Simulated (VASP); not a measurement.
Set up this calculation in VASP 6.6.1, as the native input.

| Property | Result |
| --- | --- |
| Task | single point |
| Functional | PBE |
| Potentials or basis | VASP PAW PBE potentials, release 64 (Zr_sv, S) |
| Cutoff | 520 eV |
| k mesh | 6 × 6 × 6 |
| Occupations | gaussian, width 0.1 eV |
| Spin | collinear spin |
| Starting moments | [1.0, 1.0, 1.0, 0.0, 0.0] μB |
| Dipole correction | no |
| Further INCAR settings | ALGO = Normal; EDIFF = 1e-06; NBANDS = 36 |

The structure of Zr3S2 lies in POSCAR:

```
Zr3S2
1.0
    2.9025380600      1.6757811300      3.4877731800
   -2.9025380600      1.6757811300      3.4877731800
    0.0000000000     -3.3515622600      3.4877731800
Zr S
3 2
Direct
    0.1612730000      0.8387270000      0.5000000000
    0.5000000000      0.1612730000      0.8387270000
    0.8387270000      0.5000000000      0.1612730000
    0.3349770000      0.3349770000      0.3349770000
    0.6650230000      0.6650230000      0.6650230000
```

These files were run (other wordings do the same):

INCAR

```
SYSTEM = Zr3S2
ALGO = Normal
EDIFF = 1E-6
ENCUT = 520
GGA = PE
ISIF = 2
ISMEAR = 0
ISPIN = 2
LASPH = .TRUE.
LCHARG = .FALSE.
LMAXMIX = 4
LORBIT = 11
LREAL = .FALSE.
LWAVE = .FALSE.
MAGMOM = 1 1 1 0 0
NBANDS = 36
NELM = 150
PREC = Accurate
SIGMA = 0.1
```

KPOINTS

```
k-points
0
G
  6 6 6
  0 0 0
```

Potentials or basis: VASP PAW PBE potentials, release 64 (Zr_sv, S).

Run with:

```bash
$ cat potpaw_PBE.64/Zr_sv/POTCAR potpaw_PBE.64/S/POTCAR > POTCAR
$ mpirun -np 1 vasp_std > vasp.out
```

Results of the run:

- Pressure: -0.9 GPa
- Largest force: 0.054 eV/Å
- Band gap on the k mesh: zero (filled and empty bands overlap)
- Net moment: 0.00 μB per cell
- Valence electrons inside the program's atomic spheres: Zr 9.79; S 3.77

Wall time 5.4 min on 1 thread of Intel Xeon 8259CL, on a shared host, peak memory 0.33 GiB.
